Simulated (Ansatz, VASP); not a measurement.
# One calculation of Zn, two programs

```
Zn
1.0
     2.51370    0.00000    0.00000
     0.00000    2.51370    0.00000
     0.00000    0.00000    2.51370
Zn
1
Direct
  0.00000 0.00000 0.00000
```

Alike in both runs: task relaxation of cell and atoms; functional PBEsol; k mesh 6 × 6 × 6; occupations gaussian, width 0.1 eV; no spin polarisation.

|  | VASP | Ansatz |
| --- | --- | --- |
| version | VASP 6.6.1 | Ansatz 0.2.0 |
| potentials or method | VASP PAW PBE potentials, release 64 (Zn), cutoff 600 eV | scalar-relativistic, plane waves, PAW |
| valence electrons in the cell | 12 | 12 |

```csv
,VASP,Ansatz,Ansatz less VASP
"gap on the k mesh at the Fermi level, each at its own relaxed structure (eV)",none,none,-
relaxed volume (Å³/atom),17.68,17.54,-0.139
relaxed cell length with the largest relative difference (Å),2.605,2.598,-0.0068
```

VASP's potentials were made for PBE, not for PBEsol. A gap of «none» marks a metal or a gap that the smearing closes.

The k mesh is coarse, so the values compare programs but aren't converged.
